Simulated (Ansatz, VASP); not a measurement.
# PbS in VASP and in Ansatz

INCAR

```
PREC = Accurate ; ENCUT = 520
EDIFF = 1E-6 ; ISMEAR = 0
SIGMA = 0.02 ; LREAL = False
LASPH = True ; NELM = 60
ALGO = Normal ; ISIF = 2
LWAVE = False ; LCHARG = True
GGA = PE ; IVDW = 12
LELF = True ; LVHAR = True
NBANDS = 17
```

KPOINTS

```
regular mesh
0
Gamma
  10 10 10
```

The input POSCAR:

```
PbS
1.0
    0.0000000000      2.9679283527      2.9679283527
    2.9679283527      0.0000000000      2.9679283527
    2.9679283527      2.9679283527      0.0000000000
Pb S
1 1
Direct
    0.0000000000      0.0000000000      0.0000000000
    0.5000000000      0.5000000000      0.5000000000
```

Input for Ansatz:

```yaml
crystal:
  lattice:
    - [0.0, 2.9679283527, 2.9679283527]
    - [2.9679283527, 0.0, 2.9679283527]
    - [2.9679283527, 2.9679283527, 0.0]
  atoms:
    - { symbol: Pb, position: [0.0, 0.0, 0.0] }
    - { symbol: S, position: [0.5, 0.5, 0.5] }
basis:
  ecutwfc: 420
kpoints:
  mp_grid: { grid: [10, 10, 10] }
  band_path: { path: [VBM, CBM], npoints: 2 }
hamiltonian:
  xc: pbe
  dispersion: d3bj
scf:
  occupations: { method: gaussian, width: 0.02 }
output:
  forces: false
  stress: false
  eigenvalues: true
checkpoint:
  read: start.run
  write: ck
  compress: false
  write_wavefunctions: false
  write_every: 100000
```

Alike in both runs: task single point; functional PBE; dispersion D3(BJ); k mesh 10 × 10 × 10; occupations gaussian, width 0.02 eV; no spin polarisation.

```csv
,VASP,Ansatz
version,VASP 6.6.1,Ansatz 0.2.0
potentials or method,"VASP PAW PBE potentials, release 64 (Pb_d, S), cutoff 520 eV","scalar-relativistic, plane waves, PAW"
valence electrons in the cell,20,20
```

```csv
,VASP,Ansatz,Ansatz less VASP
gap on the k mesh at the Fermi level (eV),0.37,0.36,-0.007
least direct gap on the mesh (eV),0.37,0.36,-0.007
```

Neither program's run includes spin-orbit coupling.
